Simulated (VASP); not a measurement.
# KBr in VASP: single point with AM05

Aim: the single point of KBr with AM05.

All numbers are computed with VASP 6.6.1; they aren't measurements. Logs are shortened: lines on timing, memory, paths and dates and some standing lists are left out, and cuts for length are marked.

## (1) The cell of the first run

The cell holds a molecule in a box, 2 atoms: a = 12.000 Å, b = 10.000 Å, c = 11.000 Å, α = 90.00°, β = 90.00°, γ = 90.00°.

## (2) Single point, AM05

POSCAR

```
KBr
1.0
   12.0000000000      0.0000000000      0.0000000000
    0.0000000000     10.0000000000      0.0000000000
    0.0000000000      0.0000000000     11.0000000000
K Br
1 1
Direct
    0.6021041700      0.4591400000      0.5586681800
    0.4000625000      0.5450600000      0.4475136400
```

INCAR.step1

```
ALGO     = Normal         # electronic algorithm
EDIFF    = 1E-5           # SCF threshold, eV
EFERMI   = MIDGAP       
ENCUT    = 400            # plane-wave cutoff, eV
GGA      = PE             # functional
GGA_COMPAT= False        
ISIF     = 0              # what is computed and relaxed
ISMEAR   = 0              # smearing method
LASPH    = True           # aspherical terms in the spheres
LCHARG   = True           # write CHGCAR
LREAL    = False          # projectors in reciprocal space
LWAVE    = True           # write WAVECAR
NELM     = 100            # most SCF steps
NELMDL   = -8           
PREC     = Accurate       # precision mode
SIGMA    = 0.03           # smearing width, eV
```

INCAR.step2

```
ALGO     = All            # electronic algorithm
EDIFF    = 1E-6           # SCF threshold, eV
EFERMI   = MIDGAP       
ENCUT    = 400            # plane-wave cutoff, eV
GGA      = AM             # functional
GGA_COMPAT= False        
ISEARCH  = 1            
ISIF     = 0              # what is computed and relaxed
ISMEAR   = 0              # smearing method
ISTART   = 1            
LASPH    = True           # aspherical terms in the spheres
LCHARG   = False          # write CHGCAR
LREAL    = False          # projectors in reciprocal space
LWAVE    = False          # write WAVECAR
NELM     = 100            # most SCF steps
NELMDL   = -8           
PREC     = Accurate       # precision mode
SIGMA    = 0.03           # smearing width, eV
```

KPOINTS

```
k-points
0
Gamma
  1 1 1
```

Potentials or basis: VASP PAW PBE potentials, release 64 (K_sv, Br).

On the command line:

```
$ cat potpaw_PBE.64/K_sv/POTCAR potpaw_PBE.64/Br/POTCAR > POTCAR
$ cp INCAR.step1 INCAR
$ mpirun -np 1 vasp_gam > vasp.out
$ cp INCAR.step2 INCAR
$ mpirun -np 1 vasp_gam > vasp.out
```

OUTCAR:

```text
EDIFF = 1E-6
   EFERMI = MIDGAP
   ENCUT = 400
   GGA = AM
   ISIF = 0
   ISMEAR = 0
   ISTART = 1
   LASPH = True
   LREAL = False
   NELM = 100
   NELMDL = -8
   PREC = Accurate

 Found      1 irreducible k-points:

 Following reciprocal coordinates:
            Coordinates               Weight
  0.000000  0.000000  0.000000      1.000000
   k-points           NKPTS =      1   k-points in BZ     NKDIM =      1   number of bands    NBANDS=     12
   number of dos      NEDOS =    301   number of ions     NIONS =      2
   total plane-waves  NPLWV = 403200
   dimension x,y,z NGX =    80 NGY =   70 NGZ =   72
   dimension x,y,z NGXF=   160 NGYF=  140 NGZF=  144
   ions per type =               1   1
   NGX,Y,Z   is equivalent  to a cutoff of  11.08, 11.64, 10.88 a.u.
   NGXF,Y,Z  is equivalent  to a cutoff of  22.17, 23.27, 21.76 a.u.
 SYSTEM =  unknown system
   PREC   = accura    normal or accurate (medium, high low for compatibility)
   ISTART =      1    job   : 0-new  1-cont  2-samecut
   ICHARG =      0    charge: 1-file 2-atom 10-const
   ISPIN  =      1    spin polarized calculation?
   LNONCOLLINEAR =      F non collinear calculations
   LSORBIT =      F    spin-orbit coupling
   LASPH  =      T    aspherical Exc in radial PAW
   ENCUT  =  400.0 eV  29.40 Ry    5.42 a.u.  19.57 16.31 17.94*2*pi/ulx,y,z
   NELM   =    100;   NELMIN=  2; NELMDL= -8     # of ELM steps
   EDIFF  = 0.1E-05   stopping-criterion for ELM
   LREAL  =      F    real-space projection
   EDIFFG = 0.1E-04   stopping-criterion for IOM
   NSW    =      0    number of steps for IOM
   IBRION =     -1    ionic relax: 0-MD 1-quasi-New 2-CG
   NFREE  =      0    steps in history (QN), initial steepest desc. (CG)
   ISIF   =      0    stress and relaxation
   ISYM   =      2    0-nonsym 1-usesym 2-fastsym
   POTIM  = 0.5000    time-step for ionic-motion
   TEBEG  =    0.0;   TEEND  =   0.0 temperature during run

   SCALEE = 1.0000    scale energy and forces
   PSTRESS=    0.0 pullay stress
   NELECT =      16.0000    total number of electrons
   NUPDOWN=      -1.0000    fix difference up-down
   EMIN   =  10.00;   EMAX   =-10.00  energy-range for DOS
   EFERMI =   0.00;   METHOD = MIDGAP
   ISMEAR =     0;   SIGMA  =   0.03  broadening in eV -4-tet -1-fermi 0-gaus
   EFERMI_NEDOS =   21; number of points for ismear=-14 and -15
   IALGO  =     58    algorithm
   IMIX   =      4    mixing-type and parameters
     AMIX     =   0.40;   BMIX     =  1.00
     AMIX_MAG =   1.60;   BMIX_MAG =  1.00
  volume/ion in A,a.u.               =     660.00      4453.90
  Fermi-wavevector in a.u.,A,eV,Ry     =   0.376060  0.710650  1.924149  0.141421
  Thomas-Fermi vector in A             =   1.307622
   LORBIT       =      0    0 simple, 1 ext, 2 COOP (PROOUT), +10 PAW based schemes
   GGA     = AM    functional components
   LHFCALC =     F    Hartree Fock is set to
   AEXX    =    0.0000 exact exchange contribution
   IVDW    =     0    specifies the selected vdW correction
   LEPSILON=     F    determine dielectric tensor
   LRPA    =     F    only Hartree local field effects (RPA)

   CSHIFT  =0.1000    complex shift for real part using Kramers Kronig

   OMEGAMAX=  -1.0    maximum frequency
 non-spin polarized calculation
 Gauss-broadening in eV      SIGMA  =   0.03
  energy-cutoff  :      400.00
  volume of cell :     1320.00
 maximum number of plane-waves:     11979
 NGX is ok and might be reduce to    80
   NGX = 39   NGY = 33   NGZ = 35

 number of electron      16.0000004 magnetization

 Free energy of the ion-electron system (eV)
  ---------------------------------------------------
  ext. energy  EPLUGINS =         0.00000000
  ---------------------------------------------------
  free energy    TOTEN  =        -4.48300148 eV

  energy without entropy =       -4.48300148  energy(sigma->0) =       -4.48300148

 E-fermi :  -4.3131     XC(G=0):  -1.8517

 val. band max:       -4.4665134633   @ k =   0.0000   0.0000   0.0000
 cond. band min:      -4.4565338376   @ k =   0.0000   0.0000   0.0000
 fundamental gap:      0.0099796257
 Fermi energy:        -4.3130897100

 k-point     1 :       0.0000    0.0000    0.0000
  band No.  band energies     occupation
      1     -35.0543      2.00000
      2     -18.6829      2.00000
      3     -18.6818      2.00000
      4     -18.6466      2.00000
      5     -16.2022      2.00000
      6      -4.7506      2.00000
      7      -4.4703      2.00000
      8      -4.4665      2.00000
      9      -4.4565      0.00000
     10      -2.8101      0.00000
     11      -1.7532      0.00000
     12      -1.3795      0.00000

------------------------ aborting loop because EDIFF is reached ----------------------------------------

 VOLUME and BASIS-vectors are now :
 -----------------------------------------------------------------------------
  energy-cutoff  :      400.00
  volume of cell :     1320.00
      direct lattice vectors                 reciprocal lattice vectors
    12.000000000  0.000000000  0.000000000     0.083333333  0.000000000  0.000000000
     0.000000000 10.000000000  0.000000000     0.000000000  0.100000000  0.000000000
     0.000000000  0.000000000 11.000000000     0.000000000  0.000000000  0.090909091

 POSITION                                       TOTAL-FORCE (eV/Angst)
 -----------------------------------------------------------------------------------
      7.22525      4.59140      6.14535        -0.097786      0.020020     -0.041727
      4.80075      5.45060      4.92265         0.097786     -0.020020      0.041727
 -----------------------------------------------------------------------------------
    total drift:                                0.001156     -0.000162      0.000139

  FREE ENERGIE OF THE ION-ELECTRON SYSTEM (eV)
  ---------------------------------------------------
  free  energy   TOTEN  =        -4.4830014775 eV

  energy  without entropy=       -4.4830014775  energy(sigma->0) =       -4.48300148
```

Wall time 6.9 min (1 thread of Intel Xeon 6975P-C (Granite Rapids), shared host); peak memory 0.69 GiB.

What came out:

| Item | Value |
| --- | --- |
| Free energy | -4.4830 eV |
| Largest force | 0.108 eV/Å |
| Gap between the frontier levels | 0.01 eV |

Forces in eV/Å, atoms in the order of the input:
```
K   -0.098  0.020 -0.042
Br   0.098 -0.020  0.042
```

Caveat: the PAW data sets were made with another functional, which shifts forces and pressure a little.
